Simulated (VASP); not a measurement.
# Zr (P6_3/mmc) in VASP: settings compared

Zr is run at these levels: PBE, BLYP+D3(BJ); tasks: single point, relaxation of cell and atoms.

Everything below comes from runs of VASP 6.6.1. Logs are shortened: lines on timing, memory, paths and dates and some standing lists are left out, and cuts for length are marked.

### Step 1. The cell of the first run

It takes space group P6_3/mmc (No. 194, hexagonal). Conventional cell: a = 3.232 Å, b = 3.232 Å, c = 5.147 Å, α = 90.00°, β = 90.00°, γ = 120.00°. Within 4.2 Å of Zr (site symmetry -6m2) lie 12 Zr at 3.18 to 3.23 Å.

### Step 2. Single point, PBE

Contents of INCAR:

```
SYSTEM = Zr
PREC = Accurate
ENCUT = 520
EDIFF = 1E-6
ISMEAR = 0
SIGMA = 0.02
LREAL = .FALSE.
LASPH = .TRUE.
NELM = 100
ALGO = Normal
ISIF = 2
LWAVE = .FALSE.
LCHARG = .FALSE.
GGA = PE
NBANDS = 19
```

Contents of KPOINTS:

```
regular mesh
0
G
  9 9 5
  0 0 0
```

Contents of POSCAR:

```
Zr
1.0
    3.2320000000      0.0000000000      0.0000000000
   -1.6160000000      2.7989941050      0.0000000000
    0.0000000000      0.0000000000      5.1470000000
Zr
2
Direct
    0.6666666667      0.3333333333      0.7500000000
    0.3333333333      0.6666666667      0.2500000000
```

Potentials or basis: VASP PAW PBE potentials, release 64 (Zr_sv).

Started as:

```
cat potpaw_PBE.64/Zr_sv/POTCAR > POTCAR
mpirun -np 1 vasp_std > vasp.out
```

OUTCAR:

```text
SYSTEM = Zr
   PREC = Accurate
   ENCUT = 520
   EDIFF = 1E-6
   ISMEAR = 0
   LREAL = .FALSE.
   LASPH = .TRUE.
   NELM = 100
   ISIF = 2
   GGA = PE

 ion  position               nearest neighbor table
   1  0.667  0.333  0.750-   2 3.18   2 3.18   2 3.18   2 3.18   2 3.18   2 3.18
   2  0.333  0.667  0.250-   1 3.18   1 3.18   1 3.18   1 3.18   1 3.18   1 3.18

  LATTYP: Found a hexagonal cell.
 ALAT       =     3.2320000000
 C/A-ratio  =     1.5925123762

  Lattice vectors:

 A1 = (   3.2320000000,   0.0000000000,   0.0000000000)
 A2 = (  -1.6160000000,   2.7989941050,   0.0000000000)
 A3 = (   0.0000000000,   0.0000000000,   5.1470000000)

Analysis of symmetry for initial positions (statically):
=====================================================================
 Subroutine PRICEL returns:
 Original cell was already a primitive cell.

 Routine SETGRP: Setting up the symmetry group for a
 hexagonal supercell.

 Subroutine GETGRP returns: Found 24 space group operations
 (whereof 12 operations were pure point group operations)
 out of a pool of 24 trial point group operations.

The static configuration has the point symmetry D_3d.
 The point group associated with its full space group is D_6h.

Analysis of symmetry for dynamics (positions and initial velocities):
=====================================================================
 Subroutine PRICEL returns:
 Original cell was already a primitive cell.

 Routine SETGRP: Setting up the symmetry group for a
 hexagonal supercell.

 Subroutine GETGRP returns: Found 24 space group operations
 (whereof 12 operations were pure point group operations)
 out of a pool of 24 trial point group operations.

The dynamic configuration has the point symmetry D_3d.
 The point group associated with its full space group is D_6h.

 Subroutine INISYM returns: Found 24 space group operations
 (whereof 12 operations are pure point group operations),
 and found     1 'primitive' translations

----------------------------------------------------------------------------------------

                                     Primitive cell

  volume of cell :      46.5616

  direct lattice vectors                    reciprocal lattice vectors
     3.232000000  0.000000000  0.000000000     0.309405941  0.178635603  0.000000000
    -1.616000000  2.798994105  0.000000000     0.000000000  0.357271206  0.000000000
     0.000000000  0.000000000  5.147000000     0.000000000  0.000000000  0.194287935

  length of vectors
     3.232000000  3.232000000  5.147000000     0.357271206  0.357271206  0.194287935

  position of ions in fractional coordinates (direct lattice)
     0.666666667  0.333333333  0.750000000
     0.333333333  0.666666667  0.250000000

  ion indices of the primitive-cell ions
   primitive index   ion index
                 1           1
                 2           2

----------------------------------------------------------------------------------------

 KPOINTS: regular mesh

Automatic generation of k-mesh.
 Grid dimensions read from file:
 generate k-points for:    9    9    5

 Generating k-lattice:

  Cartesian coordinates                     Fractional coordinates (reciprocal lattice)
     0.034378438  0.019848400  0.000000000     0.111111111  0.000000000  0.000000000
     0.000000000  0.039696801  0.000000000     0.000000000  0.111111111  0.000000000
     0.000000000  0.000000000  0.038857587     0.000000000  0.000000000  0.200000000

  Length of vectors
     0.039696801  0.039696801  0.038857587

  Shift w.r.t. Gamma in fractional coordinates (k-lattice)
     0.000000000  0.000000000  0.000000000

 Subroutine IBZKPT returns following result:
 ===========================================

 Found     36 irreducible k-points:

 Following reciprocal coordinates:
            Coordinates               Weight
  0.000000  0.000000  0.000000      1.000000
  0.111111  0.000000  0.000000      6.000000
  0.222222  0.000000  0.000000      6.000000
  0.333333  0.000000  0.000000      6.000000
  0.444444  0.000000  0.000000      6.000000
  0.111111  0.111111  0.000000      6.000000
[... 16 lines left out ...]
  0.333333  0.222222  0.200000     24.000000
  0.333333  0.333333  0.200000      4.000000
 [... further k-points ...]
   k-points           NKPTS =     36   k-points in BZ     NKDIM =     36   number of bands    NBANDS=     19
   number of dos      NEDOS =    301   number of ions     NIONS =      2
   total plane-waves  NPLWV =  23040
   dimension x,y,z NGX =    24 NGY =   24 NGZ =   40
   dimension x,y,z NGXF=    48 NGYF=   48 NGZF=   80
   ions per type =               2
   NGX,Y,Z   is equivalent  to a cutoff of  12.34, 12.34, 12.92 a.u.
   NGXF,Y,Z  is equivalent  to a cutoff of  24.69, 24.69, 25.84 a.u.
 SYSTEM =  Zr
   PREC   = accura    normal or accurate (medium, high low for compatibility)
   ISTART =      0    job   : 0-new  1-cont  2-samecut
   ICHARG =      2    charge: 1-file 2-atom 10-const
   ISPIN  =      1    spin polarized calculation?
   LNONCOLLINEAR =      F non collinear calculations
   LSORBIT =      F    spin-orbit coupling
   LASPH  =      T    aspherical Exc in radial PAW
   ENCUT  =  520.0 eV  38.22 Ry    6.18 a.u.   6.01  6.01  9.57*2*pi/ulx,y,z
   NELM   =    100;   NELMIN=  2; NELMDL= -5     # of ELM steps
   EDIFF  = 0.1E-05   stopping-criterion for ELM
   LREAL  =      F    real-space projection
   EDIFFG = 0.1E-04   stopping-criterion for IOM
   NSW    =      0    number of steps for IOM
   IBRION =     -1    ionic relax: 0-MD 1-quasi-New 2-CG
   NFREE  =      0    steps in history (QN), initial steepest desc. (CG)
   ISIF   =      2    stress and relaxation
   ISYM   =      2    0-nonsym 1-usesym 2-fastsym
   POTIM  = 0.5000    time-step for ionic-motion
   TEBEG  =    0.0;   TEEND  =   0.0 temperature during run
   PSTRESS=    0.0 pullay stress
   NELECT =      24.0000    total number of electrons
   NUPDOWN=      -1.0000    fix difference up-down
   EMIN   =  10.00;   EMAX   =-10.00  energy-range for DOS
   EFERMI =   0.00;   METHOD = LEGACY
   ISMEAR =     0;   SIGMA  =   0.02  broadening in eV -4-tet -1-fermi 0-gaus
   EFERMI_NEDOS =   21; number of points for ismear=-14 and -15
   IALGO  =     38    algorithm
   IMIX   =      4    mixing-type and parameters
     AMIX     =   0.40;   BMIX     =  1.00
     AMIX_MAG =   1.60;   BMIX_MAG =  1.00
  volume/ion in A,a.u.               =      23.28       157.11
  Fermi-wavevector in a.u.,A,eV,Ry     =   1.312611  2.480475 23.442130  1.722948
  Thomas-Fermi vector in A             =   2.442991
   LORBIT       =      0    0 simple, 1 ext, 2 COOP (PROOUT), +10 PAW based schemes
   GGA     = PE    functional components
   LHFCALC =     F    Hartree Fock is set to
   AEXX    =    0.0000 exact exchange contribution
   IVDW    =     0    specifies the selected vdW correction
   LEPSILON=     F    determine dielectric tensor
   LRPA    =     F    only Hartree local field effects (RPA)
 non-spin polarized calculation
 Gauss-broadening in eV      SIGMA  =   0.02
  energy-cutoff  :      520.00
  volume of cell :       46.56
 maximum number of plane-waves:      1284
   NGX = 13   NGY = 13   NGZ = 19

 number of electron      24.0000000 magnetization

 Free energy of the ion-electron system (eV)
  ---------------------------------------------------
  ext. energy  EPLUGINS =         0.00000000
  ---------------------------------------------------
  free energy    TOTEN  =       -17.04437906 eV

  energy without entropy =      -17.04364088  energy(sigma->0) =      -17.04400997

 E-fermi :   9.0328     XC(G=0): -11.0828

 val. band max:        9.0301281093   @ k =   0.1111   0.0000   0.4000
 cond. band min:       9.0358163916   @ k =   0.2222   0.2222   0.4000
 fundamental gap:      0.0056882824
 Fermi energy:         9.0328405449

 k-point     1 :       0.0000    0.0000    0.0000
  band No.  band energies     occupation
      1     -39.8511      2.00000
      2     -39.6967      2.00000
      3     -18.3740      2.00000
      4     -17.5037      2.00000
      5     -17.5037      2.00000
      6     -17.3680      2.00000
[... 11 lines left out ...]
     18      11.1266      0.00000
     19      13.4217      0.00000

 k-point     2 :       0.1111    0.0000    0.0000
  band No.  band energies     occupation
      1     -39.8373      2.00000
      2     -39.6911      2.00000
      3     -18.3367      2.00000
      4     -17.5853      2.00000
      5     -17.5304      2.00000
      6     -17.4465      2.00000
[... 11 lines left out ...]
     18      10.8457      0.00000
     19      13.6256      0.00000

 k-point     3 :       0.2222    0.0000    0.0000
  band No.  band energies     occupation
      1     -39.8010      2.00000
      2     -39.6780      2.00000
      3     -18.2337      2.00000
      4     -17.7915      2.00000
      5     -17.6507      2.00000
      6     -17.5942      2.00000
[... 11 lines left out ...]
     18      11.6881      0.00000
     19      13.9627      0.00000

 k-point     4 :       0.3333    0.0000    0.0000
  band No.  band energies     occupation
      1     -39.7558      2.00000
      2     -39.6667      2.00000
      3     -18.0920      2.00000
      4     -18.0247      2.00000
      5     -17.8691      2.00000
      6     -17.6628      2.00000
[... 11 lines left out ...]
     18      12.8889      0.00000
     19      14.1858      0.00000

 k-point     5 :       0.4444    0.0000    0.0000
  band No.  band energies     occupation
      1     -39.7210      2.00000
      2     -39.6645      2.00000
      3     -18.1753      2.00000
      4     -18.0055      2.00000
      5     -17.9650      2.00000
      6     -17.7059      2.00000
[... 11 lines left out ...]
     18      14.2269      0.00000
     19      14.2783      0.00000
[... 334 lines left out ...]
      2     -39.6698      2.00000
      3     -18.2275      2.00000
      4     -18.0818      2.00000
      5     -17.8441      2.00000
      6     -17.7089      2.00000
[... 11 lines left out ...]
     18      14.0892      0.00000
     19      14.9027      0.00000

 k-point    22 :       0.2222    0.2222    0.2000
  band No.  band energies     occupation
      1     -39.7269      2.00000
      2     -39.6708      2.00000
      3     -18.1173      2.00000
      4     -18.0300      2.00000
      5     -17.8122      2.00000
      6     -17.7592      2.00000
[... 11 lines left out ...]
     18      13.6383      0.00000
     19      14.5424      0.00000

 k-point    23 :       0.3333    0.2222    0.2000
  band No.  band energies     occupation
      1     -39.6987      2.00000
      2     -39.6704      2.00000
      3     -18.1385      2.00000
      4     -18.0501      2.00000
      5     -17.8939      2.00000
      6     -17.7424      2.00000
[... 11 lines left out ...]
     18      14.0439      0.00000
     19      15.4552      0.00000

 k-point    24 :       0.3333    0.3333    0.2000
  band No.  band energies     occupation
      1     -39.6796      2.00000
      2     -39.6796      2.00000
      3     -18.0347      2.00000
      4     -18.0273      2.00000
      5     -18.0273      2.00000
      6     -17.7748      2.00000
[... 11 lines left out ...]
     18      13.3869      0.00000
     19      15.7063      0.00000

 [... further k-points ...]
[... 5 lines left out ...]
  --------------------------------------------------------------------------------------
  -------------------------------------------------------------------------------------
  Total        0.0733126      0.0733126      0.3908803      0.0000000     -0.0000000      0.0000000
  in kB        2.5226779      2.5226779     13.4501424      0.0000000     -0.0000000      0.0000000
  external PRESSURE =       6.1651661 kB  Pullay stress =       0.0000000 kB

 VOLUME and BASIS-vectors are now :
 -----------------------------------------------------------------------------
  energy-cutoff  :      520.00
  volume of cell :       46.56
      direct lattice vectors                 reciprocal lattice vectors
     3.232000000  0.000000000  0.000000000     0.309405941  0.178635603  0.000000000
    -1.616000000  2.798994105  0.000000000     0.000000000  0.357271206  0.000000000
     0.000000000  0.000000000  5.147000000     0.000000000  0.000000000  0.194287935

 POSITION                                       TOTAL-FORCE (eV/Angst)
 -----------------------------------------------------------------------------------
      1.61600      0.93300      3.86025         0.000000     -0.000000      0.000000
     -0.00000      1.86600      1.28675        -0.000000      0.000000      0.000000
 -----------------------------------------------------------------------------------
    total drift:                               -0.000000      0.000000     -0.000000

  FREE ENERGIE OF THE ION-ELECTRON SYSTEM (eV)
  ---------------------------------------------------
  free  energy   TOTEN  =       -17.0443790569 eV

  energy  without entropy=      -17.0436408751  energy(sigma->0) =      -17.04400997
```

Run time: 9.4 s. Hardware: 1 thread of AMD EPYC 9R45 (Zen 5), shared host; peak memory 0.14 GiB.

Results:

* Free energy: -17.0444 eV
* Pressure: 0.6 GPa
* Band gap on the k mesh: zero (band 12 reaches 9.85 eV, above the bottom of band 13 at 8.74 eV)

Stress tensor (GPa, compression positive):
```
0.25 0.00 0.00
0.00 0.25 0.00
0.00 0.00 1.35
```

Levels at points of the mesh, in eV from the Fermi level:
```
           k point  band 10  band 11  band 12  band 13  band 14  band 15
(0.00, 0.00, 0.00)    -3.07     0.82     0.82     0.97     1.13     1.51
```

### Step 3. Single point, PBE

Contents of INCAR:

```
SYSTEM = Zr
ALGO     = Fast           ! electronic algorithm
EDIFF    = 1E-6           ! SCF threshold, eV
ENCUT    = 520            ! plane-wave cutoff, eV
GGA      = PE             ! functional
ISIF     = 2              ! what is computed and relaxed
ISMEAR   = 0              ! smearing method
LASPH    = .True.         ! aspherical terms in the spheres
LCHARG   = .False.        ! write CHGCAR
LREAL    = .False.        ! projectors in reciprocal space
LWAVE    = .False.        ! write WAVECAR
NBANDS   = 19             ! bands
NELM     = 60             ! most SCF steps
PREC     = Accurate       ! precision mode
SIGMA    = 0.020999999999999998 ! smearing width, eV
```

Contents of KPOINTS:

```
k-points
0
Gamma
  9 9 5
  0 0 0
```

POSCAR is that of step 2.

Potentials or basis: VASP PAW PBE potentials, release 64 (Zr_sv).

Started as:

```
cat potpaw_PBE.64/Zr_sv/POTCAR > POTCAR
mpirun -np 1 vasp_std > vasp.out
```

It took 19 s on 1 thread of AMD EPYC 9R45 (Zen 5), shared host; peak memory 0.13 GiB.

It converged, with:

| Quantity | Value |
| --- | --- |
| Free energy | -17.0444 eV |
| Pressure | 0.6 GPa |
| Band gap on the k mesh | zero (band 12 reaches 9.85 eV, above the bottom of band 13 at 8.74 eV) |

Stress tensor (GPa, compression positive):
```
0.23 0.00 0.00
0.00 0.23 0.00
0.00 0.00 1.32
```

Levels at points of the mesh, in eV from the Fermi level:
```tsv
k point	band 9	band 10	band 11	band 12	band 13	band 14	band 15	band 16
(0.00, 0.00, 0.00)	-5.70	-3.07	0.82	0.82	0.97	1.13	1.51	1.51
```

### Step 4. Single point, PBE

Contents of INCAR:

```
  PREC = Accurate
  ENCUT = 520
  EDIFF = 1E-7
  ISMEAR = 0
  SIGMA = 0.012
  LREAL = F
  LASPH = T
  NELM = 80
  ALGO = Normal
  ISIF = 2
  LWAVE = F
  LCHARG = F
  GGA = PE
  NBANDS = 19
```

Contents of KPOINTS:

```
Automatic mesh
0
Gamma
  9 9 5
```

POSCAR is that of step 3.

Started as:

```
cat potpaw_PBE.64/Zr_sv/POTCAR > POTCAR
mpirun -np 1 vasp_std > vasp.out
```

It took 10 s on 1 thread of AMD EPYC 9R45 (Zen 5), shared host; peak memory 0.14 GiB.

It converged, with:

```yaml
Free_energy: -17.0441 eV
Pressure: 0.6 GPa
Band_gap_on_the_k_mesh: zero (band 12 reaches 9.85 eV, above the bottom of band 13 at 8.74 eV)
```

Stress tensor (GPa, compression positive):
```
0.22 0.00 0.00
0.00 0.22 0.00
0.00 0.00 1.35
```

Levels at points of the mesh, in eV from the Fermi level:
| k point | band 8 | band 9 | band 10 | band 11 | band 12 | band 13 | band 14 | band 15 | band 16 | band 17 |
| --- | --- | --- | --- | --- | --- | --- | --- | --- | --- | --- |
| (0.00, 0.00, 0.00) | -26.40 | -5.70 | -3.07 | 0.82 | 0.82 | 0.97 | 1.13 | 1.51 | 1.51 | 2.09 |

### Step 5. Relaxation of cell and atoms, BLYP+D3(BJ)

Contents of INCAR:

```
SYSTEM = Zr
PREC = Accurate
ENCUT = 600
EDIFF = 1E-6
ISMEAR = -1
SIGMA = 0.05
LREAL = .False.
LASPH = .True.
NELM = 100
ALGO = Normal
ISIF = 3
LWAVE = .False.
LCHARG = .False.
GGA = B5
ALDAX = 1.0
AGGAX = 1.0
AGGAC = 1.0
ALDAC = 0.0
IVDW = 12
VDW_S6 = 1.0
VDW_S8 = 2.6996
VDW_A1 = 0.4298
VDW_A2 = 4.2359
IBRION = 2
NSW = 80
EDIFFG = -0.02
```

Contents of KPOINTS:

```
Automatic mesh
0
Gamma
  9 9 5
  0 0 0
```

POSCAR is that of step 4.

Started as:

```
cat potpaw_PBE.64/Zr_sv/POTCAR > POTCAR
mpirun -np 1 vasp_std > vasp.out
```

It took 98 s on 1 thread of AMD EPYC 9R45 (Zen 5), shared host; peak memory 0.18 GiB.

Results (log left out):

| Item | Value |
| --- | --- |
| Free energy | -17.2890 eV |
| Relaxed volume | 21.83 Å³/atom |
| Relaxed cell | a = 3.142 Å, b = 3.142 Å, c = 5.106 Å, α = 90.00°, β = 90.00°, γ = 120.00° |
| Space group after relaxing (to 0.05 Å) | P6_3/mmc (No. 194) |
| Energy gained by relaxing | 27.2 meV/atom |
| Ionic steps | 6 |
| Pressure after relaxing | 0.0 GPa |
| Band gap on the k mesh | zero (band 12 reaches 11.09 eV, above the bottom of band 13 at 10.02 eV) |
| Dispersion energy per atom | -1.384 eV |

The path:
```csv
step,energy change (eV),largest force (eV/Å),pressure (GPa),volume (Å³)
1,0.0000,0.0000,-5.64,46.56
2,-0.0056,0.0000,6.39,41.26
3,-0.0523,0.0000,0.00,43.75
4,-0.0523,0.0000,0.13,43.70
5,-0.0540,0.0000,0.07,43.68
6,-0.0545,0.0000,0.03,43.66
```

Final structure:
```xyz
2
Lattice="3.1425 0.0000 0.0000 -1.5712 2.7215 0.0000 0.0000 0.0000 5.1056" Properties=species:S:1:pos:R:3 pbc="T T T"
Zr    1.5712    0.9072    3.8292
Zr    0.0000    1.8143    1.2764
```

Levels at points of the mesh, in eV from the Fermi level:
| k point | band 10 | band 11 | band 12 | band 13 | band 14 | band 15 |
| --- | --- | --- | --- | --- | --- | --- |
| (0.00, 0.00, 0.00) | -3.18 | 0.78 | 0.84 | 0.84 | 1.47 | 1.53 |

Caveat: the PAW data sets were made with another functional, which shifts forces and pressure a little; pairwise dispersion overbinds metals, which lowers pressure and volume.

### Step 6. The runs side by side

| task | level | cell | cutoff (eV) | smearing | gap on the mesh (eV) | pressure (GPa) |
| --- | --- | --- | --- | --- | --- | --- |
| single point | PBE | as given | 520 | gaussian 0.02 eV | none | 0.6 |
| single point | PBE | as given | 520 | gaussian 0.021 eV | none | 0.6 |
| single point | PBE | as given | 520 | gaussian 0.012 eV | none | 0.6 |
| relaxation of cell and atoms | BLYP+D3(BJ) | relaxed | 600 | fermi-dirac 0.05 eV | none | 0.0 |

Alike in all rows: potentials or basis VASP PAW PBE potentials, release 64 (Zr_sv); no spin polarisation; k mesh 9 × 9 × 5.

Every run on the cell as given and a fine mesh finds a metal.

Caveats: the PAW data sets were made with another functional, which shifts forces and pressure a little (some runs); pairwise dispersion overbinds metals, which lowers pressure and volume (some runs).

Total energies depend on the potentials used, so only differences within one code and one set of settings carry meaning.
